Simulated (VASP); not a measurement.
Set up this calculation in VASP 6.6.1, as the native input.

```
Task                   : single point
Functional             : PBEsol
Potentials or basis    : VASP PAW PBE potentials, release 64 (K_sv, I)
Cutoff                 : 520 eV
k mesh                 : 6 × 6 × 6
Occupations            : gaussian, width 0.05 eV
Spin                   : no spin polarisation
Dipole correction      : no
Further INCAR settings : ALGO = Normal; EDIFF = 1e-06; NBANDS = 15
```

The structure of KI lies in POSCAR:

```
KI
1.0
    0.0000000000      3.5245500000      3.2425860000
    3.5245500000      0.0000000000      3.2425860000
    3.5245500000      3.5245500000      0.0000000000
K I
1 1
Direct
    0.0000000000      0.0000000000      0.0000000000
    0.5000000000      0.5000000000      0.5000000000
```

This cell differs from its parent crystal: strain +0.000 along x and y, -0.080 along z.

The input as run:

INCAR

```
PREC = Accurate
ENCUT = 520
EDIFF = 1E-6
ISMEAR = 0
SIGMA = 0.05
LREAL = False
LASPH = True
NELM = 60
ALGO = Normal
ISIF = 2
LWAVE = False
LCHARG = False
GGA = PS
NBANDS = 15
```

KPOINTS

```
Automatic mesh
0
Gamma
  6 6 6
```

Potentials or basis: VASP PAW PBE potentials, release 64 (K_sv, I).

Launch:

```sh
$ cat potpaw_PBE.64/K_sv/POTCAR potpaw_PBE.64/I/POTCAR > POTCAR
$ mpirun -np 1 vasp_std > vasp.out
```

It gave:

| Property | Result |
| --- | --- |
| Pressure | 1.4 GPa |
| Band gap on the k mesh | 3.94 eV |

Caveat: the cell differs from its parent crystal (strain +0.000 along x and y, -0.080 along z); the PAW data sets were made with another functional, which shifts forces and pressure a little; spin-orbit coupling is left out, which moves the levels of the heavy elements.

Run time: 20 s on 1 thread of Intel(R) Xeon(R) Platinum 8488C (Sapphire Rapids), with other jobs on the host, peak memory 0.23 GiB.
